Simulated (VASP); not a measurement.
# KF (Fm-3m) in VASP: further runs

The runs below take KF through single point, relaxation of cell and atoms, with PBE+D3(BJ), HSE06.

Program: VASP 6.6.1. These are calculated values, not measurements. Logs are shortened: lines on timing, memory, paths and dates and some standing lists are left out, and cuts for length are marked.

## (1) The cell of the first run

It takes space group Fm-3m (No. 225, cubic). The conventional cell has a = 5.346 Å, b = 5.346 Å, c = 5.346 Å, α = 90.00°, β = 90.00°, γ = 90.00°. Within 3.5 Å of K (site symmetry m-3m) lie 6 F at 2.67 Å. Within 3.5 Å of F (site symmetry m-3m) lie 6 K at 2.67 Å.

## (2) Single point, PBE+D3(BJ), non-collinear spin, zero start, spin-orbit coupling (19.10 Å³/atom)

INCAR reads:

```
SYSTEM = KF
PREC     = Accurate       ! precision mode
ENCUT    = 520            ! plane-wave cutoff, eV
EDIFF    = 1E-6           ! SCF threshold, eV
ISMEAR   = 1              ! smearing method
SIGMA    = 0.025          ! smearing width, eV
LREAL    = .False.        ! projectors in reciprocal space
LASPH    = .True.         ! aspherical terms in the spheres
NELM     = 150            ! most SCF steps
ALGO     = Normal         ! electronic algorithm
ISIF     = 2              ! what is computed and relaxed
LWAVE    = .False.        ! write WAVECAR
LCHARG   = .False.        ! write CHGCAR
LNONCOLLINEAR= .True.         ! non-collinear magnetism
MAGMOM   = 0 0 0 0 0 0    ! initial moments
LORBIT   = 11             ! projections on sites
LSORBIT  = .True.         ! spin-orbit coupling
GGA_COMPAT= .False.      
LORBMOM  = .True.       
GGA      = PE             ! functional
IVDW     = 12             ! dispersion correction
NBANDS   = 28             ! bands
```

KPOINTS reads:

```
regular mesh
0
Gamma
  7 7 7
  0 0 0
```

POSCAR reads:

```
KF
1.0
    0.0000000000      2.6731498296      2.6731498296
    2.6731498296      0.0000000000      2.6731498296
    2.6731498296      2.6731498296      0.0000000000
K F
1 1
Direct
    0.0000000000      0.0000000000      0.0000000000
    0.5000000000      0.5000000000      0.5000000000
```

Potentials or basis: VASP PAW PBE potentials, release 64 (K_sv, F).

Run with:

```
$ cat potpaw_PBE.64/K_sv/POTCAR potpaw_PBE.64/F/POTCAR > POTCAR
$ mpirun -np 1 vasp_ncl > vasp.out
```

OUTCAR:

```text
SYSTEM = KF
   PREC = Accurate
   ENCUT = 520
   EDIFF = 1E-6
   ISMEAR = 1
   LREAL = .False.
   LASPH = .True.
   NELM = 150
   ISIF = 2
   LNONCOLLINEAR = .True.
   LORBIT = 11
   LSORBIT = .True.
   GGA = PE
   IVDW = 12
 IVDW          = 12

 ion  position               nearest neighbor table
   1  0.000  0.000  0.000-   2 2.67   2 2.67   2 2.67   2 2.67   2 2.67   2 2.67
   2  0.500  0.500  0.500-   1 2.67   1 2.67   1 2.67   1 2.67   1 2.67   1 2.67

  LATTYP: Found a face centered cubic cell.
 ALAT       =     5.3462996592

  Lattice vectors:

 A1 = (   0.0000000000,   2.6731498296,   2.6731498296)
 A2 = (   2.6731498296,   0.0000000000,   2.6731498296)
 A3 = (   2.6731498296,   2.6731498296,   0.0000000000)

Analysis of symmetry for initial positions (statically):
=====================================================================
 Subroutine PRICEL returns:
 Original cell was already a primitive cell.

 Routine SETGRP: Setting up the symmetry group for a
 face centered cubic supercell.

 Subroutine GETGRP returns: Found 48 space group operations
 (whereof 48 operations were pure point group operations)
 out of a pool of 48 trial point group operations.

The static configuration has the point symmetry O_h .

Analysis of symmetry for dynamics (positions and initial velocities):
=====================================================================
 Subroutine PRICEL returns:
 Original cell was already a primitive cell.

 Routine SETGRP: Setting up the symmetry group for a
 face centered cubic supercell.

 Subroutine GETGRP returns: Found 48 space group operations
 (whereof 48 operations were pure point group operations)
 out of a pool of 48 trial point group operations.

The dynamic configuration has the point symmetry O_h .

Analysis of structural, dynamic, and magnetic symmetry:
=====================================================================
 Subroutine PRICEL returns:
 Original cell was already a primitive cell.

 Routine SETGRP: Setting up the symmetry group for a
 face centered cubic supercell.

 Subroutine GETGRP returns: Found 48 space group operations
 (whereof 48 operations were pure point group operations)
 out of a pool of 48 trial point group operations.

The overall configuration has the point symmetry O_h .

 Subroutine INISYM returns: Found 48 space group operations
 (whereof 48 operations are pure point group operations),
 and found     1 'primitive' translations

----------------------------------------------------------------------------------------
[... 794 lines left out ...]
    total drift:                                0.000000      0.000000      0.000000

  FREE ENERGIE OF THE ION-ELECTRON SYSTEM (eV)
  ---------------------------------------------------
  free  energy   TOTEN  =        -8.6108031240 eV

  energy  without entropy=       -8.6108415443  energy(sigma->0) =       -8.61081593

 orbital moment (x)

 # of ion     p       d       tot
 ----------------------------------------
  1         0.000  -0.000   0.000
  2         0.000   0.000   0.000
 ----------------------------------------
            0.000  -0.000   0.000

 orbital moment (y)

 # of ion     p       d       tot
 ----------------------------------------
  1         0.000  -0.000   0.000
  2        -0.000   0.000  -0.000
 ----------------------------------------
            0.000  -0.000   0.000

 orbital moment (z)

 # of ion     p       d       tot
 ----------------------------------------
  1         0.000   0.000   0.000
  2        -0.000   0.000  -0.000
 ----------------------------------------
           -0.000   0.000  -0.000

 Spin-Orbit-Coupling matrix elements

 Ion:    1  E_soc:     -0.0079663
 l=   1
     0.0000000    -0.0013275    -0.0013275
    -0.0013275     0.0000000    -0.0013275
    -0.0013275    -0.0013275     0.0000000
 l=   2
     0.0000000     0.0000000     0.0000000     0.0000000    -0.0000002
     0.0000000     0.0000000    -0.0000002     0.0000000    -0.0000001
     0.0000000    -0.0000002     0.0000000    -0.0000002     0.0000000
     0.0000000     0.0000000    -0.0000002     0.0000000    -0.0000001
    -0.0000002    -0.0000001     0.0000000    -0.0000001     0.0000000
 l=   3
     0.0000000     0.0000000     0.0000000     0.0000000     0.0000000     0.0000000     0.0000000
     0.0000000     0.0000000     0.0000000     0.0000000     0.0000000     0.0000000     0.0000000
     0.0000000     0.0000000     0.0000000     0.0000000     0.0000000     0.0000000     0.0000000
     0.0000000     0.0000000     0.0000000     0.0000000     0.0000000     0.0000000     0.0000000
     0.0000000     0.0000000     0.0000000     0.0000000     0.0000000     0.0000000     0.0000000
     0.0000000     0.0000000     0.0000000     0.0000000     0.0000000     0.0000000     0.0000000
     0.0000000     0.0000000     0.0000000     0.0000000     0.0000000     0.0000000     0.0000000

 Ion:    2  E_soc:     -0.0003922
 l=   1
     0.0000000    -0.0000654    -0.0000654
    -0.0000654     0.0000000    -0.0000654
    -0.0000654    -0.0000654     0.0000000
 l=   2
     0.0000000     0.0000000     0.0000000     0.0000000     0.0000000
     0.0000000     0.0000000     0.0000000     0.0000000     0.0000000
     0.0000000     0.0000000     0.0000000     0.0000000     0.0000000
     0.0000000     0.0000000     0.0000000     0.0000000     0.0000000
     0.0000000     0.0000000     0.0000000     0.0000000     0.0000000
 l=   3
     0.0000000     0.0000000     0.0000000     0.0000000     0.0000000     0.0000000     0.0000000
     0.0000000     0.0000000     0.0000000     0.0000000     0.0000000     0.0000000     0.0000000
     0.0000000     0.0000000     0.0000000     0.0000000     0.0000000     0.0000000     0.0000000
     0.0000000     0.0000000     0.0000000     0.0000000     0.0000000     0.0000000     0.0000000
     0.0000000     0.0000000     0.0000000     0.0000000     0.0000000     0.0000000     0.0000000
     0.0000000     0.0000000     0.0000000     0.0000000     0.0000000     0.0000000     0.0000000
     0.0000000     0.0000000     0.0000000     0.0000000     0.0000000     0.0000000     0.0000000

 total charge

# of ion       s       p       d       tot
------------------------------------------
    1        1.958   5.593   0.033   7.585
    2        1.730   4.353   0.000   6.084
--------------------------------------------------
tot          3.689   9.946   0.033  13.668

 magnetization (x)

# of ion       s       p       d       tot
------------------------------------------
    1        0.000  -0.000   0.000   0.000
    2        0.000   0.000   0.000   0.000
--------------------------------------------------
tot          0.000  -0.000   0.000   0.000

 magnetization (y)

# of ion       s       p       d       tot
------------------------------------------
    1       -0.000   0.000  -0.000  -0.000
    2        0.000   0.000   0.000   0.000
--------------------------------------------------
tot         -0.000   0.000  -0.000  -0.000

 magnetization (z)

# of ion       s       p       d       tot
------------------------------------------
    1        0.000   0.000  -0.000   0.000
    2        0.000   0.000   0.000   0.000
--------------------------------------------------
tot          0.000   0.000  -0.000   0.000
```

OSZICAR:

```text
N       E                     dE             d eps       ncg     rms          rms(c)
DAV:   1     0.127943457852E+03    0.12794E+03   -0.80420E+03  1120   0.110E+03
DAV:   2    -0.231293110311E+01   -0.13026E+03   -0.12309E+03  1324   0.326E+02
DAV:   3    -0.921895034638E+01   -0.69060E+01   -0.68593E+01  1620   0.669E+01
DAV:   4    -0.955665173016E+01   -0.33770E+00   -0.33738E+00  1624   0.938E+00
DAV:   5    -0.955858134935E+01   -0.19296E-02   -0.19295E-02  1480   0.948E-01    0.638E+00
DAV:   6    -0.831619740745E+01    0.12424E+01   -0.36331E+00  1228   0.158E+01    0.411E+00
DAV:   7    -0.829576654072E+01    0.20431E-01   -0.16155E-01  1496   0.284E+00    0.228E+00
DAV:   8    -0.829236014094E+01    0.34064E-02   -0.54663E-02  1260   0.238E+00    0.385E-01
DAV:   9    -0.829376268444E+01   -0.14025E-02   -0.52241E-03  1492   0.580E-01    0.188E-01
DAV:  10    -0.829453416903E+01   -0.77148E-03   -0.95077E-04  1396   0.203E-01    0.102E-01
DAV:  11    -0.829476079461E+01   -0.22663E-03   -0.16012E-04  1228   0.123E-01    0.500E-02
DAV:  12    -0.829481223644E+01   -0.51442E-04   -0.56512E-05  1212   0.756E-02    0.103E-02
DAV:  13    -0.829481364258E+01   -0.14061E-05   -0.44992E-06  1448   0.221E-02    0.279E-03
DAV:  14    -0.829481407759E+01   -0.43501E-06   -0.71655E-07  1028   0.663E-03
   1 F= -.86108031E+01 E0= -.86108159E+01  d E =0.384204E-04  mag=     0.0000    -0.0000    -0.0000
```

Wall time 37 s (1 thread of Intel Xeon Platinum 8488C (Sapphire Rapids), shared host); peak memory 0.26 GiB.

What came out:

```
Free energy                                           : -8.6108 eV
Pressure                                              : 0.1 GPa
Net moment                                            : 0.00 μB per cell
Valence electrons inside the program's atomic spheres : K 7.58; F 6.08
Dispersion energy per atom                            : -0.158 eV
```

Moments on the atoms (μB; x, y, z):
```
K   0.00 0.00 0.00
F   0.00 0.00 0.00
```

## (3) Relaxation of cell and atoms, PBE+D3(BJ), non-collinear spin, zero start, spin-orbit coupling (18.31 Å³/atom)

This run uses another cell than the first one, of 18.31 Å³/atom.

INCAR reads:

```
PREC = Accurate
ENCUT = 600
EDIFF = 1E-7
ISMEAR = 1
SIGMA = 0.025
LREAL = F
LASPH = T
NELM = 150
ALGO = Normal
ISIF = 3
LWAVE = F
LCHARG = F
LNONCOLLINEAR = T
MAGMOM = 0 0 0 0 0 0
LORBIT = 11
LSORBIT = T
GGA_COMPAT = F
LORBMOM = T
GGA = PE
IVDW = 12
IBRION = 2
NSW = 80
EDIFFG = -0.005
```

KPOINTS reads:

```
Automatic mesh
0
Gamma
  7 7 7
```

POSCAR reads:

```
KF
1.0
    0.0000000000      2.6357394923      2.6357394923
    2.6357394923      0.0000000000      2.6357394923
    2.6357394923      2.6357394923      0.0000000000
K F
1 1
Direct
    0.0000000000      0.0000000000      0.0000000000
    0.5000000000      0.5000000000      0.5000000000
```

Potentials or basis: VASP PAW PBE potentials, release 64 (K_sv, F).

Run with:

```
$ cat potpaw_PBE.64/K_sv/POTCAR potpaw_PBE.64/F/POTCAR > POTCAR
$ mpirun -np 1 vasp_ncl > vasp.out
```

OUTCAR:

```text
PREC = Accurate
   ENCUT = 600
   EDIFF = 1E-7
   ISMEAR = 1
   LREAL = F
   LASPH = T
   NELM = 150
   ISIF = 3
   LNONCOLLINEAR = T
   LORBIT = 11
   LSORBIT = T
   GGA = PE
   IVDW = 12
   IBRION = 2
   NSW = 80
   EDIFFG = -0.005
 IVDW          = 12

 ion  position               nearest neighbor table
   1  0.000  0.000  0.000-   2 2.64   2 2.64   2 2.64   2 2.64   2 2.64   2 2.64
   2  0.500  0.500  0.500-   1 2.64   1 2.64   1 2.64   1 2.64   1 2.64   1 2.64

  LATTYP: Found a face centered cubic cell.
 ALAT       =     5.2714789846

  Lattice vectors:
[... 936 lines left out ...]
     0.0000000     0.0000000     0.0000000     0.0000000     0.0000000
     0.0000000     0.0000000     0.0000000     0.0000000     0.0000000
 l=   3
     0.0000000     0.0000000     0.0000000     0.0000000     0.0000000     0.0000000     0.0000000
     0.0000000     0.0000000     0.0000000     0.0000000     0.0000000     0.0000000     0.0000000
     0.0000000     0.0000000     0.0000000     0.0000000     0.0000000     0.0000000     0.0000000
     0.0000000     0.0000000     0.0000000     0.0000000     0.0000000     0.0000000     0.0000000
     0.0000000     0.0000000     0.0000000     0.0000000     0.0000000     0.0000000     0.0000000
     0.0000000     0.0000000     0.0000000     0.0000000     0.0000000     0.0000000     0.0000000
     0.0000000     0.0000000     0.0000000     0.0000000     0.0000000     0.0000000     0.0000000

 total charge

# of ion       s       p       d       tot
------------------------------------------
    1        1.958   5.594   0.033   7.585
    2        1.726   4.354   0.000   6.081
--------------------------------------------------
tot          3.685   9.949   0.033  13.666

 magnetization (x)

# of ion       s       p       d       tot
------------------------------------------
    1       -0.000  -0.000   0.000  -0.000
    2       -0.000   0.000   0.000  -0.000
--------------------------------------------------
tot         -0.000  -0.000   0.000  -0.000

 magnetization (y)

# of ion       s       p       d       tot
------------------------------------------
    1       -0.000   0.000   0.000  -0.000
    2       -0.000  -0.000   0.000  -0.000
--------------------------------------------------
tot         -0.000  -0.000   0.000  -0.000

 magnetization (z)

# of ion       s       p       d       tot
------------------------------------------
    1       -0.000  -0.000   0.000  -0.000
    2        0.000   0.000   0.000   0.000
--------------------------------------------------
tot         -0.000  -0.000   0.000  -0.000
```

OSZICAR:

```text
N       E                     dE             d eps       ncg     rms          rms(c)
DAV:   1     0.139110122619E+03    0.13911E+03   -0.89193E+03   960   0.145E+03
DAV:   2    -0.187752857375E+01   -0.14099E+03   -0.13304E+03  1248   0.383E+02
DAV:   3    -0.904045108750E+01   -0.71629E+01   -0.71237E+01  1344   0.762E+01
[... 29 lines left out ...]
DAV:   4    -0.829506412919E+01    0.99948E-03   -0.38192E-03  1408   0.488E-01    0.275E-01
DAV:   5    -0.829514035642E+01   -0.76227E-04   -0.28716E-04  1584   0.102E-01    0.159E-01
DAV:   6    -0.829518282921E+01   -0.42473E-04   -0.64601E-05  1648   0.429E-02    0.241E-02
DAV:   7    -0.829518656364E+01   -0.37344E-05   -0.46860E-05  1624   0.545E-02    0.825E-03
DAV:   8    -0.829518471931E+01    0.18443E-05   -0.28020E-06  1224   0.140E-02    0.110E-03
DAV:   9    -0.829518479152E+01   -0.72203E-07   -0.92609E-08  1016   0.256E-03
   3 F= -.86104215E+01 E0= -.86104343E+01  d E =-.759411E-02  mag=    -0.0000    -0.0000    -0.0000
```

It took 2 min on 1 thread of Intel Xeon Platinum 8488C (Sapphire Rapids), shared host; peak memory 0.31 GiB.

What came out:

```yaml
Free_energy: -8.6104 eV
Relaxed_volume: 19.15 Å³/atom
Relaxed_cell: a = 3.783 Å, b = 3.783 Å, c = 3.783 Å, α = 60.00°, β = 60.00°, γ = 60.00°
Space_group_after_relaxing_to_0.1_Å: Fm-3m (No. 225)
Energy_gained_by_relaxing: 3.8 meV/atom
Ionic_steps: 3
Pressure_after_relaxing: 0.0 GPa
Net_moment: 0.00 μB per cell
Valence_electrons_inside_the_program's_atomic_spheres: K 7.58; F 6.08
Dispersion_energy_per_atom: -0.158 eV
```

The path:
```tsv
step	energy change (eV)	largest force (eV/Å)	pressure (GPa)	volume (Å³)
1	0.0000	0.0000	1.56	36.62
2	-0.0064	0.0000	0.60	37.58
3	-0.0076	0.0000	-0.04	38.29
```

Final structure:
```
K F
1.0
     0.00000    2.67528    2.67528
     2.67528    0.00000    2.67528
     2.67528    2.67528    0.00000
K F
1 1
Direct
  0.00000 0.00000 0.00000
  0.50000 0.50000 0.50000
```

Moments on the atoms (μB; x, y, z):
```
K   0.00 0.00 0.00
F   0.00 0.00 0.00
```

Zero-point motion and thermal expansion aren't in these numbers.

## (4) Single point, HSE06

This run uses another cell than the first one, of 19.84 Å³/atom.

POSCAR reads:

```
KF
1.0
    0.0000000000      2.7070099531      2.7070099531
    2.7070099531      0.0000000000      2.7070099531
    2.7070099531      2.7070099531      0.0000000000
K F
1 1
Direct
    0.0000000000      0.0000000000      0.0000000000
    0.5000000000      0.5000000000      0.5000000000
```

INCAR.step1 reads:

```
SYSTEM = KF
PREC = Accurate
ENCUT = 520
EDIFF = 1E-5
ISMEAR = -1
SIGMA = 0.05
LREAL = .False.
LASPH = .True.
NELM = 60
ALGO = Normal
ISIF = 2
LWAVE = .True.
LCHARG = .False.
GGA = PE
NBANDS = 15
```

INCAR.step2 reads:

```
SYSTEM = KF
PREC = Accurate
ENCUT = 520
EDIFF = 1E-6
ISMEAR = -1
SIGMA = 0.05
LREAL = .False.
LASPH = .True.
NELM = 60
ALGO = Normal
ISIF = 2
LWAVE = .False.
LCHARG = .False.
GGA = PE
LHFCALC = .True.
HFSCREEN = 0.2079
PRECFOCK = Normal
ISTART = 1
NBANDS = 15
```

KPOINTS reads:

```
regular mesh
0
Gamma
  6 6 6
  0 0 0
```

Run with:

```
$ cat potpaw_PBE.64/K_sv/POTCAR potpaw_PBE.64/F/POTCAR > POTCAR
$ cp INCAR.step1 INCAR
$ mpirun -np 1 vasp_std > vasp.out
$ cp INCAR.step2 INCAR
$ mpirun -np 1 vasp_std > vasp.out
```

Wall time 33 min (1 thread of Intel Xeon Platinum 8375C at 2.90GHz (Ice Lake), shared host); peak memory 0.28 GiB.

Results (log left out):

```yaml
Free_energy: -9.9663 eV
Pressure: -0.7 GPa
Band_gap_on_the_k_mesh: 7.94 eV
```

Levels at points of the mesh, in eV from the valence-band top:
```csv
k point,band 4,band 5,band 6,band 7,band 8,band 9,band 10,band 11,band 12,band 13
"(0.00, 0.00, 0.00)",-9.68,-9.68,0.00,0.00,0.00,7.94,12.88,12.88,12.88,14.67
"(0.50, 0.00, 0.00)",-9.71,-9.71,-0.74,-0.32,-0.32,11.02,12.35,14.34,14.34,16.73
"(0.50, 0.50, 0.00)",-9.87,-9.87,-0.22,-0.06,-0.06,10.26,12.38,13.59,16.02,16.65
```

Caveat: the PAW data sets were made with another functional, which shifts forces and pressure a little.

[end of part 1 of 2]
